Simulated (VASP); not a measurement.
A run of VASP 6.6.1 is set up as follows.

File INCAR:

```
PREC     = Accurate       # precision mode
ENCUT    = 520            # plane-wave cutoff, eV
EDIFF    = 1E-7           # SCF threshold, eV
ISMEAR   = -1             # smearing method
SIGMA    = 0.05           # smearing width, eV
LREAL    = F              # projectors in reciprocal space
LASPH    = T              # aspherical terms in the spheres
NELM     = 100            # most SCF steps
ALGO     = Normal         # electronic algorithm
ISIF     = 2              # what is computed and relaxed
LWAVE    = F              # write WAVECAR
LCHARG   = F              # write CHGCAR
GGA      = PE             # functional
NBANDS   = 12             # bands
```

KPOINTS

```
Automatic mesh
0
Gamma
  11 11 11
```

Contents of POSCAR:

```
Ag
1.0
   -1.6103805100      1.6535326600      1.6181576800
    1.6593070500     -1.6605473000      1.6740988600
    1.6393304800      1.6894972700     -1.6251723200
Ag
1
Direct
    0.0000000000      0.0000000000      0.0000000000
```

Potentials or basis: VASP PAW PBE potentials, release 64 (Ag).

Run with:

```bash
$ cat potpaw_PBE.64/Ag/POTCAR > POTCAR
$ mpirun -np 1 vasp_std > vasp.out
```

(1) Estimate the band gap on the k mesh.

(2) What does it give for the pressure?

Answers

(1) zero (an odd number of electrons rules out a gap without spin polarisation).

(2) -0.8 GPa.
